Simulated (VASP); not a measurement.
Input of a VASP 6.6.1 run:

Contents of INCAR:

```
PREC = Accurate
ENCUT = 600
EDIFF = 1E-8
ISMEAR = 0
SIGMA = 0.01
LREAL = F
LASPH = T
NELM = 100
ALGO = Normal
ISIF = 3
LWAVE = F
LCHARG = T
GGA = PS
NBANDS = 16
IBRION = 6
NFREE = 2
POTIM = 0.015
NSW = 1
```

Contents of KPOINTS:

```
Automatic mesh
0
Gamma
  8 8 8
```

Contents of POSCAR:

```
GaP
1.0
    0.0000000000      2.6023468015      2.6023468015
    2.6023468015      0.0000000000      2.6023468015
    2.6023468015      2.6023468015      0.0000000000
Ga P
1 1
Direct
    0.0000000000      0.0000000000      0.0000000000
    0.7500000000      0.7500000000      0.7500000000
```

Potentials or basis: VASP PAW PBE potentials, release 64 (Ga_d, P).

Command:

```bash
$ cat potpaw_PBE.64/Ga_d/POTCAR potpaw_PBE.64/P/POTCAR > POTCAR
$ mpirun -np 1 vasp_std > vasp.out
```

Task: Predict the elastic constants C11, C12, C44.

Result: 178, 106, 73 GPa.

Task: Predict the Voigt bulk modulus.

Result: 130 GPa.

Task: Predict the highest phonon frequency at Γ, LO-TO splitting left out.

Result: 416 cm⁻¹.

Clamped-ion elastic tensor (GPa):
```
178 106 106   0   0   0
106 178 106   0   0   0
106 106 178   0   0   0
  0   0   0 137   0   0
  0   0   0   0 137   0
  0   0   0   0   0 137
```

Caveat: the cell is under stress, which shifts elastic constants; the PAW data sets were made with another functional, which shifts forces and pressure a little.
